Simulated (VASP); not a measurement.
# BN (P6_3mc) in VASP: further runs

BN is run at these levels: PBE; tasks: single point.

All numbers are computed with VASP 6.6.1; they aren't measurements. Logs are shortened: lines on timing, memory, paths and dates and some standing lists are left out, and cuts for length are marked.

## 1. The cell of the first run

It takes space group P6_3mc (No. 186, hexagonal). Conventional cell: a = 2.544 Å, b = 2.544 Å, c = 4.166 Å, α = 90.00°, β = 90.00°, γ = 120.00°. B (site symmetry 3m) has 4 N at 1.56 Å within 2.1 Å. Within 2.1 Å of N (site symmetry 3m) lie 4 B at 1.56 Å.

## 2. Single point, PBE (uniaxial z strain -1.0%)

INCAR

```
PREC     = Accurate       # precision mode
ENCUT    = 520            # plane-wave cutoff, eV
EDIFF    = 1E-6           # SCF threshold, eV
ISMEAR   = 0              # smearing method
SIGMA    = 0.01           # smearing width, eV
LREAL    = F              # projectors in reciprocal space
LASPH    = T              # aspherical terms in the spheres
NELM     = 80             # most SCF steps
ALGO     = Normal         # electronic algorithm
ISIF     = 2              # what is computed and relaxed
LWAVE    = F              # write WAVECAR
LCHARG   = T              # write CHGCAR
GGA      = PE             # functional
LELF     = T              # ELF
LVHAR    = T            
NBANDS   = 16             # bands
```

KPOINTS

```
regular mesh
0
Gamma
  6 6 4
```

POSCAR

```
BN
1.0
    2.5439499996      0.0000000000      0.0000000000
   -1.2719749998      2.2031253256      0.0000000000
    0.0000000000      0.0000000000      4.1657371881
B N
2 2
Direct
    0.3333333333      0.6666666667      0.0002034650
    0.6666666667      0.3333333333      0.5002034650
    0.3333333333      0.6666666667      0.3747965350
    0.6666666667      0.3333333333      0.8747965350
```

Potentials or basis: VASP PAW PBE potentials, release 64 (B, N).

Run with:

```console
cat potpaw_PBE.64/B/POTCAR potpaw_PBE.64/N/POTCAR > POTCAR
mpirun -np 1 vasp_std > vasp.out
```

OUTCAR:

```text
PREC = Accurate
   ENCUT = 520
   EDIFF = 1E-6
   ISMEAR = 0
   LREAL = F
   LASPH = T
   NELM = 80
   ISIF = 2
   GGA = PE

 ion  position               nearest neighbor table
   1  0.333  0.667  0.000-   4 1.56   4 1.56   4 1.56   3 1.56
   2  0.667  0.333  0.500-   3 1.56   3 1.56   3 1.56   4 1.56
   3  0.333  0.667  0.375-   2 1.56   2 1.56   2 1.56   1 1.56
   4  0.667  0.333  0.875-   1 1.56   1 1.56   1 1.56   2 1.56

  LATTYP: Found a hexagonal cell.
 ALAT       =     2.5439499996
 C/A-ratio  =     1.6375074938

  Lattice vectors:

 A1 = (   2.5439499996,   0.0000000000,   0.0000000000)
 A2 = (  -1.2719749998,   2.2031253256,   0.0000000000)
 A3 = (   0.0000000000,   0.0000000000,   4.1657371881)

Analysis of symmetry for initial positions (statically):
=====================================================================
 Subroutine PRICEL returns:
 Original cell was already a primitive cell.

 Routine SETGRP: Setting up the symmetry group for a
 hexagonal supercell.

 Subroutine GETGRP returns: Found 12 space group operations
 (whereof  6 operations were pure point group operations)
 out of a pool of 24 trial point group operations.

The static configuration has the point symmetry C_3v.
 The point group associated with its full space group is C_6v.

Analysis of symmetry for dynamics (positions and initial velocities):
=====================================================================
 Subroutine PRICEL returns:
 Original cell was already a primitive cell.

 Routine SETGRP: Setting up the symmetry group for a
 hexagonal supercell.

 Subroutine GETGRP returns: Found 12 space group operations
 (whereof  6 operations were pure point group operations)
 out of a pool of 24 trial point group operations.

The dynamic configuration has the point symmetry C_3v.
 The point group associated with its full space group is C_6v.

 Subroutine INISYM returns: Found 12 space group operations
 (whereof  6 operations are pure point group operations),
 and found     1 'primitive' translations

----------------------------------------------------------------------------------------

[... 89 lines left out ...]
   LASPH  =      T    aspherical Exc in radial PAW
   ENCUT  =  520.0 eV  38.22 Ry    6.18 a.u.   4.73  4.73  7.75*2*pi/ulx,y,z
   NELM   =     80;   NELMIN=  2; NELMDL= -5     # of ELM steps
   EDIFF  = 0.1E-05   stopping-criterion for ELM
   LREAL  =      F    real-space projection
   EDIFFG = 0.1E-04   stopping-criterion for IOM
   NSW    =      0    number of steps for IOM
   IBRION =     -1    ionic relax: 0-MD 1-quasi-New 2-CG
   NFREE  =      0    steps in history (QN), initial steepest desc. (CG)
   ISIF   =      2    stress and relaxation
   ISYM   =      2    0-nonsym 1-usesym 2-fastsym
   POTIM  = 0.5000    time-step for ionic-motion
   TEBEG  =    0.0;   TEEND  =   0.0 temperature during run
   PSTRESS=    0.0 pullay stress
   NELECT =      16.0000    total number of electrons
   NUPDOWN=      -1.0000    fix difference up-down
   EMIN   =  10.00;   EMAX   =-10.00  energy-range for DOS
   EFERMI =   0.00;   METHOD = LEGACY
   ISMEAR =     0;   SIGMA  =   0.01  broadening in eV -4-tet -1-fermi 0-gaus
   EFERMI_NEDOS =   21; number of points for ismear=-14 and -15
   IALGO  =     38    algorithm
   IMIX   =      4    mixing-type and parameters
     AMIX     =   0.40;   BMIX     =  1.00
     AMIX_MAG =   1.60;   BMIX_MAG =  1.00
  volume/ion in A,a.u.               =       5.84        39.39
  Fermi-wavevector in a.u.,A,eV,Ry     =   1.443339  2.727515 28.344021  2.083227
  Thomas-Fermi vector in A             =   2.561758
   LORBIT       =      0    0 simple, 1 ext, 2 COOP (PROOUT), +10 PAW based schemes
   GGA     = PE    functional components
   LHFCALC =     F    Hartree Fock is set to
   AEXX    =    0.0000 exact exchange contribution
   IVDW    =     0    specifies the selected vdW correction
   LEPSILON=     F    determine dielectric tensor
   LRPA    =     F    only Hartree local field effects (RPA)
 non-spin polarized calculation
 Gauss-broadening in eV      SIGMA  =   0.01
  energy-cutoff  :      520.00
  volume of cell :       23.35
 maximum number of plane-waves:       652
 NGX is ok and might be reduce to    20
   NGX =  9   NGY =  9   NGZ = 15

 number of electron      16.0000000 magnetization

 Free energy of the ion-electron system (eV)
  ---------------------------------------------------
  ext. energy  EPLUGINS =         0.00000000
  ---------------------------------------------------
  free energy    TOTEN  =       -34.80791402 eV

  energy without entropy =      -34.80791402  energy(sigma->0) =      -34.80791402

 E-fermi :   7.7459     XC(G=0): -12.8701

 val. band max:        7.7036427060   @ k =   0.0000   0.0000   0.0000
 cond. band min:      12.9114799578   @ k =   0.3333   0.3333   0.0000
 fundamental gap:      5.2078372518
 Fermi energy:         7.7459040970

 k-point     1 :       0.0000    0.0000    0.0000
  band No.  band energies     occupation
      1     -12.8353      2.00000
      2      -8.5345      2.00000
      3      -3.3004      2.00000
      4       5.4774      2.00000
      5       5.4774      2.00000
      6       7.4630      2.00000
[... 376 lines left out ...]
      3      -1.2318      2.00000
      4      -1.2318      2.00000
      5      -0.1044      2.00000
      6      -0.1044      2.00000
[... 8 lines left out ...]
     15      24.5285      0.00000
     16      24.5285      0.00000

------------------------ aborting loop because EDIFF is reached ----------------------------------------

  FORCE on cell =-STRESS in cart. coord.  units (eV):
  Direction    XX          YY          ZZ          XY          YZ          ZX
  --------------------------------------------------------------------------------------
  -------------------------------------------------------------------------------------
  Total        0.8366006      0.8366006      2.2889178      0.0000000      0.0000000     -0.0000000
  in kB       57.4102064     57.4102064    157.0728579      0.0000000      0.0000000     -0.0000000
  external PRESSURE =      90.6310902 kB  Pullay stress =       0.0000000 kB

 VOLUME and BASIS-vectors are now :
 -----------------------------------------------------------------------------
  energy-cutoff  :      520.00
  volume of cell :       23.35
      direct lattice vectors                 reciprocal lattice vectors
     2.543950000  0.000000000  0.000000000     0.393089487  0.226950321  0.000000000
    -1.271975000  2.203125326  0.000000000     0.000000000  0.453900642  0.000000000
     0.000000000  0.000000000  4.165737188     0.000000000  0.000000000  0.240053550

 POSITION                                       TOTAL-FORCE (eV/Angst)
 -----------------------------------------------------------------------------------
     -0.00000      1.46875      0.00085         0.000000     -0.000000     -0.012073
      1.27197      0.73438      2.08372         0.000000      0.000000     -0.012073
     -0.00000      1.46875      1.56130         0.000000     -0.000000      0.012073
      1.27197      0.73438      3.64417        -0.000000      0.000000      0.012073
 -----------------------------------------------------------------------------------
    total drift:                               -0.000000     -0.000000     -0.000260

  FREE ENERGIE OF THE ION-ELECTRON SYSTEM (eV)
  ---------------------------------------------------
  free  energy   TOTEN  =       -34.8079140236 eV

  energy  without entropy=      -34.8079140236  energy(sigma->0) =      -34.80791402
```

OSZICAR:

```text
N       E                     dE             d eps       ncg     rms          rms(c)
DAV:   1     0.385931854517E+02    0.38593E+02   -0.80401E+03   672   0.960E+02
DAV:   2    -0.346041035509E+02   -0.73197E+02   -0.68238E+02   992   0.232E+02
DAV:   3    -0.367889414691E+02   -0.21848E+01   -0.21813E+01   720   0.367E+01
DAV:   4    -0.367939603716E+02   -0.50189E-02   -0.50186E-02   808   0.198E+00
DAV:   5    -0.367939752079E+02   -0.14836E-04   -0.14836E-04   736   0.985E-02    0.960E+00
DAV:   6    -0.349820051777E+02    0.18120E+01   -0.22466E+00   864   0.137E+01    0.458E+00
DAV:   7    -0.348370632293E+02    0.14494E+00   -0.33543E-01   840   0.465E+00    0.278E+00
DAV:   8    -0.348088590235E+02    0.28204E-01   -0.53753E-02   768   0.190E+00    0.262E-01
DAV:   9    -0.348076295966E+02    0.12294E-02   -0.19406E-03   760   0.526E-01    0.137E-01
DAV:  10    -0.348079062300E+02   -0.27663E-03   -0.47132E-04   808   0.171E-01    0.253E-02
DAV:  11    -0.348079138285E+02   -0.75984E-05   -0.35026E-05   848   0.571E-02    0.158E-02
DAV:  12    -0.348079140236E+02   -0.19515E-06   -0.60366E-06   792   0.245E-02
   1 F= -.34807914E+02 E0= -.34807914E+02  d E =-.137212E-11
```

stdout:

```text
POSCAR found type information on POSCAR B N
 POSCAR found :  2 types and       4 ions
 scaLAPACK will be used
 LDA part: xc-table for (Slater+PW92), standard interpolation
 POSCAR, INCAR and KPOINTS ok, starting setup
 FFT: planning ... GRIDC
 FFT: planning ... GRID_SOFT
 FFT: planning ... GRID
 WAVECAR not read
 entering main loop
```

Wall time 12 s (1 thread of AMD EPYC 7R13, shared host); peak memory 0.1 GiB.

Results:

- Free energy: -34.8079 eV
- Pressure: 9.1 GPa
- Largest force: 0.012 eV/Å
- Band gap on the k mesh: 5.21 eV, indirect (least direct gap 8.30 eV)

Forces on the atoms (eV/Å):
```
B    0.000  0.000 -0.012
B    0.000  0.000 -0.012
N    0.000  0.000  0.012
N    0.000  0.000  0.012
```

Stress tensor (GPa, compression positive):
```
 5.74  0.00  0.00
 0.00  5.74  0.00
 0.00  0.00 15.71
```

Caveat: the k points lie up to 0.48 Å⁻¹ apart; the cell differs from its parent crystal (uniaxial z strain -1.0%). A k mesh can miss the band edges.

## 3. Single point, PBE (uniaxial z strain +1.0%)

INCAR

```
PREC = Accurate
ENCUT = 520
EDIFF = 1E-7
ISMEAR = 0
SIGMA = 0.01
LREAL = F
LASPH = T
NELM = 60
ALGO = Normal
ISIF = 2
LWAVE = F
LCHARG = F
GGA = PE
NBANDS = 16
```

KPOINTS is that of step 2.

POSCAR

```
BN
1.0
    2.5439499996      0.0000000000      0.0000000000
   -1.2719749998      2.2031253256      0.0000000000
    0.0000000000      0.0000000000      4.2498934949
B N
2 2
Direct
    0.3333333333      0.6666666667      0.0000908974
    0.6666666667      0.3333333333      0.5000908974
    0.3333333333      0.6666666667      0.3749091026
    0.6666666667      0.3333333333      0.8749091026
```

Potentials or basis: VASP PAW PBE potentials, release 64 (B, N).

Run with:

```console
cat potpaw_PBE.64/B/POTCAR potpaw_PBE.64/N/POTCAR > POTCAR
mpirun -np 1 vasp_std > vasp.out
```

Run time: 12 s. Hardware: 1 thread of AMD EPYC 7R13, shared host; peak memory 0.1 GiB.

Results (log left out):

* Free energy: -34.8232 eV
* Pressure: 1.2 GPa
* Largest force: 0.021 eV/Å
* Band gap on the k mesh: 5.18 eV, indirect (least direct gap 8.23 eV)

Forces on the atoms (eV/Å):
```
B    0.000  0.000  0.021
B    0.000  0.000  0.021
N    0.000  0.000 -0.021
N    0.000  0.000 -0.021
```

Stress tensor (GPa, compression positive):
```
 4.42  0.00  0.00
 0.00  4.42  0.00
 0.00  0.00 -5.37
```

Levels at points of the mesh, in eV from the valence-band top:
```
           k point  band 5  band 6  band 7  band 8  band 9  band 10  band 11  band 12
(0.00, 0.00, 0.00)   -2.03   -0.29    0.00    0.00    8.23     8.44     8.44     9.64
(0.50, 0.00, 0.00)   -6.84   -4.89   -4.34   -2.14    6.79     7.88    10.65    11.45
(0.00, 0.00, 0.50)   -1.12   -1.12   -1.12   -1.12    9.56     9.56     9.95     9.95
(0.50, 0.00, 0.50)   -3.72   -3.72   -3.58   -3.58    6.53     6.53     9.94     9.94
```

Caveat: the k points lie up to 0.48 Å⁻¹ apart; the cell differs from its parent crystal (uniaxial z strain +1.0%). A k mesh can miss the band edges.

(Part 1 of 2 ends here.)
